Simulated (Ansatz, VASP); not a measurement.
## Two plane-wave programs on C

```xyz
2
Lattice="1.2587 0.7267 3.2633 -1.2587 0.7267 3.2633 0.0000 -1.4535 3.2633" Properties=species:S:1:pos:R:3 pbc="T T T"
C     0.0000    0.0000    1.6056
C     0.0000    0.0000    8.1844
```

Change from the starting cell: strain +0.025 along x and y, -0.025 along z, atoms carried along.

Alike in both runs: task single point; functional r2SCAN; k mesh 12 × 12 × 12; occupations gaussian, width 0.05 eV; no spin polarisation.

```csv
,VASP,Ansatz
version,VASP 6.6.1,Ansatz 0.2.0
potentials or method,"VASP PAW PBE potentials, release 64 (C), cutoff 520 eV","scalar-relativistic, plane waves, PAW"
valence electrons in the cell,8,8
```

|  | VASP | Ansatz | Ansatz less VASP |
| --- | --- | --- | --- |
| gap on the k mesh at the Fermi level (eV) | 0.93 | 0.93 | +0.001 |
| least direct gap on the mesh (eV) | 0.93 | 0.93 | +0.001 |
| pressure (GPa) | -18.3 | -18.9 | -0.64 |
| traceless stress, the component that is largest in VASP (GPa) | 20.51 | 21.23 | +0.718 |
| rms of the force components (eV/Å) | 0.494 | 0.499 | +0.0049 |

VASP's potentials were made for PBE, not for r2SCAN. Atom by atom the forces differ by 0.005 eV/Å (rms over components).
